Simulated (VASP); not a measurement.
# HgTe (zincblende type) (F-43m) in VASP: notebook

Runs on HgTe (zincblende type). Level: PBE. Tasks: relaxation of cell and atoms.

Everything below comes from runs of VASP 6.6.1. Logs are shortened: lines on timing, memory, paths and dates and some standing lists are left out, and cuts for length are marked.

## (1) The cell of the first run

It takes space group F-43m (No. 216, cubic). The conventional cell has a = 6.529 Å, b = 6.529 Å, c = 6.529 Å, α = 90.00°, β = 90.00°, γ = 90.00°. Within 3.7 Å of Hg (site symmetry -43m) lie 4 Te at 2.83 Å. Within 3.7 Å of Te (site symmetry -43m) lie 4 Hg at 2.83 Å.

## (2) Relaxation of cell and atoms, PBE, target pressure -0.021 GPa, at which the enthalpy is minimised

INCAR reads:

```
SYSTEM = HgTe
PREC = Accurate
ENCUT = 600
EDIFF = 1E-6
ISMEAR = -1
SIGMA = 0.1
LREAL = .FALSE.
LASPH = .TRUE.
NELM = 100
ALGO = Normal
ISIF = 3
LWAVE = .FALSE.
LCHARG = .FALSE.
GGA = PE
IBRION = 2
NSW = 60
EDIFFG = -0.005
PSTRESS = -0.21000000000000002
```

KPOINTS reads:

```
regular mesh
0
G
  11 11 11
  0 0 0
```

POSCAR reads:

```
HgTe
1.0
    0.0000000000      3.2647334647      3.2647334647
    3.2647334647      0.0000000000      3.2647334647
    3.2647334647      3.2647334647      0.0000000000
Hg Te
1 1
Direct
    0.0000000000      0.0000000000      0.0000000000
    0.2500000000      0.2500000000      0.2500000000
```

Potentials or basis: VASP PAW PBE potentials, release 64 (Hg, Te).

Command:

```bash
$ cat potpaw_PBE.64/Hg/POTCAR potpaw_PBE.64/Te/POTCAR > POTCAR
$ mpirun -np 1 vasp_std > vasp.out
```

OUTCAR:

```text
SYSTEM = HgTe
   PREC = Accurate
   ENCUT = 600
   EDIFF = 1E-6
   ISMEAR = -1
   LREAL = .FALSE.
   LASPH = .TRUE.
   NELM = 100
   ISIF = 3
   GGA = PE
   IBRION = 2
   NSW = 60
   EDIFFG = -0.005
   PSTRESS = -0.21000000000000002

 ion  position               nearest neighbor table
   1  0.000  0.000  0.000-   2 2.83   2 2.83   2 2.83   2 2.83
   2  0.250  0.250  0.250-   1 2.83   1 2.83   1 2.83   1 2.83

  LATTYP: Found a face centered cubic cell.
 ALAT       =     6.5294669294

  Lattice vectors:

 A1 = (   0.0000000000,   3.2647334647,   3.2647334647)
 A2 = (   3.2647334647,   0.0000000000,   3.2647334647)
 A3 = (   3.2647334647,   3.2647334647,   0.0000000000)

Analysis of symmetry for initial positions (statically):
=====================================================================
 Subroutine PRICEL returns:
 Original cell was already a primitive cell.

 Routine SETGRP: Setting up the symmetry group for a
 face centered cubic supercell.

 Subroutine GETGRP returns: Found 24 space group operations
 (whereof 24 operations were pure point group operations)
 out of a pool of 48 trial point group operations.

The static configuration has the point symmetry T_d .

Analysis of symmetry for dynamics (positions and initial velocities):
=====================================================================
 Subroutine PRICEL returns:
 Original cell was already a primitive cell.

 Routine SETGRP: Setting up the symmetry group for a
 face centered cubic supercell.

 Subroutine GETGRP returns: Found 24 space group operations
 (whereof 24 operations were pure point group operations)
 out of a pool of 48 trial point group operations.

The dynamic configuration has the point symmetry T_d .

 Subroutine INISYM returns: Found 24 space group operations
 (whereof 24 operations are pure point group operations),
 and found     1 'primitive' translations

----------------------------------------------------------------------------------------

                                     Primitive cell

  volume of cell :      69.5942

  direct lattice vectors                    reciprocal lattice vectors
     0.000000000  3.264733465  3.264733465    -0.153151859  0.153151859  0.153151859
     3.264733465  0.000000000  3.264733465     0.153151859 -0.153151859  0.153151859
     3.264733465  3.264733465  0.000000000     0.153151859  0.153151859 -0.153151859

  length of vectors
     4.617030343  4.617030343  4.617030343     0.265266801  0.265266801  0.265266801

  position of ions in fractional coordinates (direct lattice)
     0.000000000  0.000000000  0.000000000
     0.250000000  0.250000000  0.250000000

  ion indices of the primitive-cell ions
   primitive index   ion index
                 1           1
                 2           2

----------------------------------------------------------------------------------------

 KPOINTS: regular mesh

Automatic generation of k-mesh.
 Grid dimensions read from file:
 generate k-points for:   11   11   11

 Generating k-lattice:

  Cartesian coordinates                     Fractional coordinates (reciprocal lattice)
    -0.013922896  0.013922896  0.013922896     0.090909091  0.000000000  0.000000000
     0.013922896 -0.013922896  0.013922896     0.000000000  0.090909091  0.000000000
     0.013922896  0.013922896 -0.013922896     0.000000000  0.000000000  0.090909091

  Length of vectors
     0.024115164  0.024115164  0.024115164

  Shift w.r.t. Gamma in fractional coordinates (k-lattice)
     0.000000000  0.000000000  0.000000000

 Subroutine IBZKPT returns following result:
 ===========================================

 Found     56 irreducible k-points:

 Following reciprocal coordinates:
            Coordinates               Weight
  0.000000  0.000000  0.000000      1.000000
  0.090909  0.000000  0.000000      8.000000
  0.181818  0.000000  0.000000      8.000000
  0.272727  0.000000  0.000000      8.000000
  0.363636  0.000000  0.000000      8.000000
  0.454545  0.000000  0.000000      8.000000
[... 16 lines left out ...]
 -0.272727  0.181818  0.000000     24.000000
 -0.181818  0.181818  0.000000     12.000000
 [... further k-points ...]
   k-points           NKPTS =     56   k-points in BZ     NKDIM =     56   number of bands    NBANDS=     13
   number of dos      NEDOS =    301   number of ions     NIONS =      2
   total plane-waves  NPLWV =  64000
   dimension x,y,z NGX =    40 NGY =   40 NGZ =   40
   dimension x,y,z NGXF=    80 NGYF=   80 NGZF=   80
   ions per type =               1   1
   NGX,Y,Z   is equivalent  to a cutoff of  14.40, 14.40, 14.40 a.u.
   NGXF,Y,Z  is equivalent  to a cutoff of  28.81, 28.81, 28.81 a.u.
 SYSTEM =  HgTe
   PREC   = accura    normal or accurate (medium, high low for compatibility)
   ISTART =      0    job   : 0-new  1-cont  2-samecut
   ICHARG =      2    charge: 1-file 2-atom 10-const
   ISPIN  =      1    spin polarized calculation?
   LNONCOLLINEAR =      F non collinear calculations
   LSORBIT =      F    spin-orbit coupling
   LASPH  =      T    aspherical Exc in radial PAW
   ENCUT  =  600.0 eV  44.10 Ry    6.64 a.u.   9.22  9.22  9.22*2*pi/ulx,y,z
   NELM   =    100;   NELMIN=  2; NELMDL= -5     # of ELM steps
   EDIFF  = 0.1E-05   stopping-criterion for ELM
   LREAL  =      F    real-space projection
   EDIFFG = -.5E-02   stopping-criterion for IOM
   NSW    =     60    number of steps for IOM
   IBRION =      2    ionic relax: 0-MD 1-quasi-New 2-CG
   NFREE  =      1    steps in history (QN), initial steepest desc. (CG)
   ISIF   =      3    stress and relaxation
   ISYM   =      2    0-nonsym 1-usesym 2-fastsym
   POTIM  = 0.5000    time-step for ionic-motion
   TEBEG  =    0.0;   TEEND  =   0.0 temperature during run
   PSTRESS=   -0.2 pullay stress
   NELECT =      18.0000    total number of electrons
   NUPDOWN=      -1.0000    fix difference up-down
   EMIN   =  10.00;   EMAX   =-10.00  energy-range for DOS
   EFERMI =   0.00;   METHOD = LEGACY
   ISMEAR =    -1;   SIGMA  =   0.10  broadening in eV -4-tet -1-fermi 0-gaus
   EFERMI_NEDOS =   21; number of points for ismear=-14 and -15
   IALGO  =     38    algorithm
   IMIX   =      4    mixing-type and parameters
     AMIX     =   0.40;   BMIX     =  1.00
     AMIX_MAG =   1.60;   BMIX_MAG =  1.00
  volume/ion in A,a.u.               =      34.80       234.82
  Fermi-wavevector in a.u.,A,eV,Ry     =   1.043057  1.971091 14.802695  1.087967
  Thomas-Fermi vector in A             =   2.177749
   LORBIT       =      0    0 simple, 1 ext, 2 COOP (PROOUT), +10 PAW based schemes
   GGA     = PE    functional components
   LHFCALC =     F    Hartree Fock is set to
   AEXX    =    0.0000 exact exchange contribution
   IVDW    =     0    specifies the selected vdW correction
   LEPSILON=     F    determine dielectric tensor
   LRPA    =     F    only Hartree local field effects (RPA)
 conjugate gradient relaxation of ions
 non-spin polarized calculation
  energy-cutoff  :      600.00
  volume of cell :       69.59
 maximum number of plane-waves:      2333
 NGX is ok and might be reduce to    40
   NGX = 19   NGY = 19   NGZ = 19

--------------------------------------- Ionic step        1  -------------------------------------------

 number of electron      17.9999998 magnetization

 Free energy of the ion-electron system (eV)
  ---------------------------------------------------
  ext. energy  EPLUGINS =         0.00000000
  ---------------------------------------------------
  free energy    TOTEN  =        -3.62492485 eV

  energy without entropy =       -3.62312653  energy(sigma->0) =       -3.62402569

------------------------ aborting loop because EDIFF is reached ----------------------------------------

  FORCE on cell =-STRESS in cart. coord.  units (eV):
  Direction    XX          YY          ZZ          XY          YZ          ZX
  --------------------------------------------------------------------------------------
  -------------------------------------------------------------------------------------
  Total        0.9829029      0.9829029      0.9829029      0.0000000      0.0000000     -0.0000000
  in kB       22.6280960     22.6280960     22.6280960      0.0000000      0.0000000     -0.0000000
  external PRESSURE =      22.8380960 kB  Pullay stress =      -0.2100000 kB
[... 61 lines left out ...]
  enthalpy is  TOTEN    =        -3.6604726569 eV   P V=       -0.0097924502

--------------------------------------- Ionic step        3  -------------------------------------------

 number of electron      18.0000002 magnetization

 Free energy of the ion-electron system (eV)
  ---------------------------------------------------
  ext. energy  EPLUGINS =         0.00000000
  ---------------------------------------------------
  free energy    TOTEN  =        -3.65218188 eV

  energy without entropy =       -3.64984144  energy(sigma->0) =       -3.65101166

 E-fermi :   2.4208     XC(G=0):  -8.3474

 val. band max:        2.2121509756   @ k =   0.0000   0.0000   0.0000
 cond. band min:       2.6046188204   @ k =   0.0909   0.0000   0.0000
 fundamental gap:      0.3924678448
 Fermi energy:         2.4207742396

 k-point     1 :       0.0000    0.0000    0.0000
  band No.  band energies     occupation
      1      -9.1873      2.00000
      2      -4.6680      2.00000
      3      -4.6680      2.00000
      4      -4.6680      2.00000
      5      -4.2383      2.00000
      6      -4.2383      2.00000
      7       1.2839      1.99998
      8       2.2122      1.77912
      9       2.2122      1.77912
     10       2.2122      1.77912
     11       6.5890      0.00000
     12       6.5890      0.00000
     13       6.5890      0.00000
[... 353 lines left out ...]
 k-point    24 :      -0.1818    0.1818    0.0000
  band No.  band energies     occupation
      1      -8.8859      2.00000
      2      -4.5941      2.00000
      3      -4.5734      2.00000
      4      -4.4654      2.00000
      5      -4.2547      2.00000
      6      -4.2162      2.00000
      7      -1.2368      2.00000
      8       0.7872      2.00000
      9       1.7623      1.99724
     10       3.7639      0.00000
     11       6.7329      0.00000
     12       7.2439      0.00000
     13       7.4855      0.00000

 [... further k-points ...]

------------------------ aborting loop because EDIFF is reached ----------------------------------------

  FORCE on cell =-STRESS in cart. coord.  units (eV):
  Direction    XX          YY          ZZ          XY          YZ          ZX
  --------------------------------------------------------------------------------------
  -------------------------------------------------------------------------------------
  Total       -0.0069469     -0.0069469     -0.0069469     -0.0000000      0.0000000      0.0000000
  in kB       -0.1509881     -0.1509881     -0.1509881     -0.0000000      0.0000000      0.0000000
  external PRESSURE =       0.0590119 kB  Pullay stress =      -0.2100000 kB
[... 17 lines left out ...]
  FREE ENERGIE OF THE ION-ELECTRON SYSTEM (eV)
  ---------------------------------------------------
  free  energy   TOTEN  =        -3.6521818786 eV

  energy  without entropy=       -3.6498414396  energy(sigma->0) =       -3.65101166

  enthalpy is  TOTEN    =        -3.6618438572 eV   P V=       -0.0096619785

 reached required accuracy - stopping structural energy minimisation
```

Run time: 93 s. Hardware: 1 thread of AMD EPYC 9R45 (Zen 5), shared host; peak memory 0.26 GiB.

What came out:

```yaml
Free_energy: -3.6522 eV
Relaxed_volume: 36.86 Å³/atom
Relaxed_cell: a = 4.706 Å, b = 4.706 Å, c = 4.706 Å, α = 60.00°, β = 60.00°, γ = 60.00°
Space_group_after_relaxing_to_0.1_Å: F-43m (No. 216)
Energy_change_on_relaxing_the_run_minimises_the_enthalpy: -13.6 meV/atom
Ionic_steps: 3
Pressure_after_relaxing: 0.0 GPa
Band_gap_on_the_k_mesh: zero (filled and empty bands touch)
```

The path:
```
step  energy change (eV)  largest force (eV/Å)  pressure (GPa)  volume (Å³)
   1              0.0000                0.0000            2.26        69.59
   2             -0.0258                0.0000           -0.46        74.71
   3             -0.0273                0.0000           -0.02        73.72
```

Final structure:
```
Hg Te
1.0
     0.00000    3.32794    3.32794
     3.32794    0.00000    3.32794
     3.32794    3.32794    0.00000
Hg Te
1 1
Direct
  0.00000 0.00000 0.00000
  0.25000 0.25000 0.25000
```

Levels at points of the mesh, in eV from the Fermi level:
| k point | band 7 | band 8 | band 9 | band 10 | band 11 | band 12 |
| --- | --- | --- | --- | --- | --- | --- |
| (0.00, 0.00, 0.00) | -1.14 | -0.21 | -0.21 | -0.21 | 4.17 | 4.17 |

Caveat: the cell is relaxed towards a set pressure, so the run minimises the enthalpy, not the energy; semilocal functionals underestimate gaps, and a narrow one can read as zero; spin-orbit coupling is left out, which moves the levels of the heavy elements.

## (3) Relaxation of cell and atoms, PBE, target pressure -0.021 GPa, at which the enthalpy is minimised

This run uses another cell than the first one, of 36.81 Å³/atom.

INCAR reads:

```
SYSTEM = HgTe
PREC = Accurate ; ENCUT = 600
EDIFF = 1E-7 ; ISMEAR = -1
SIGMA = 0.1 ; LREAL = .FALSE.
LASPH = .TRUE. ; NELM = 100
ALGO = Normal ; ISIF = 3
LWAVE = .FALSE. ; LCHARG = .FALSE.
GGA = PE ; IBRION = 2
NSW = 32 ; EDIFFG = -0.005
PSTRESS = -0.21000000000000002
```

KPOINTS reads:

```
Automatic mesh
0
G
  11 11 11
  0 0 0
```

POSCAR reads:

```
HgTe
1.0
    0.0000000000      3.3266201642      3.3266201642
    3.3266201642      0.0000000000      3.3266201642
    3.3266201642      3.3266201642      0.0000000000
Hg Te
1 1
Direct
    0.0000000000      0.0000000000      0.0000000000
    0.2500000000      0.2500000000      0.2500000000
```

Potentials or basis: VASP PAW PBE potentials, release 64 (Hg, Te).

Command:

```bash
$ cat potpaw_PBE.64/Hg/POTCAR potpaw_PBE.64/Te/POTCAR > POTCAR
$ mpirun -np 1 vasp_std > vasp.out
```

It took 61 s on 1 thread of AMD EPYC 9R45 (Zen 5), shared host; peak memory 0.26 GiB.

It converged, with:

```yaml
Free_energy: -3.6526 eV
Relaxed_volume: 36.88 Å³/atom
Relaxed_cell: a = 4.707 Å, b = 4.707 Å, c = 4.707 Å, α = 60.00°, β = 60.00°, γ = 60.00°
Space_group_after_relaxing_to_0.1_Å: F-43m (No. 216)
Energy_change_on_relaxing_the_run_minimises_the_enthalpy: -0.0 meV/atom
Ionic_steps: 2
Pressure_after_relaxing: 0.0 GPa
Band_gap_on_the_k_mesh: zero (filled and empty bands touch)
```

Final structure:
```
Hg Te
1.0
     0.00000    3.32852    3.32852
     3.32852    0.00000    3.32852
     3.32852    3.32852    0.00000
Hg Te
1 1
Cartesian
  3.3285 6.6570 3.3285
  1.6643 1.6643 1.6643
```

Levels at points of the mesh, in eV from the Fermi level:
| k point | band 7 | band 8 | band 9 | band 10 | band 11 | band 12 |
| --- | --- | --- | --- | --- | --- | --- |
| (0.00, 0.00, 0.00) | -1.14 | -0.21 | -0.21 | -0.21 | 4.17 | 4.17 |

Caveat: the cell is relaxed towards a set pressure, so the run minimises the enthalpy, not the energy; semilocal functionals underestimate gaps, and a narrow one can read as zero; spin-orbit coupling is left out, which moves the levels of the heavy elements.

The gap in the log of VASP goes by the Fermi energy; the results here count the filled bands.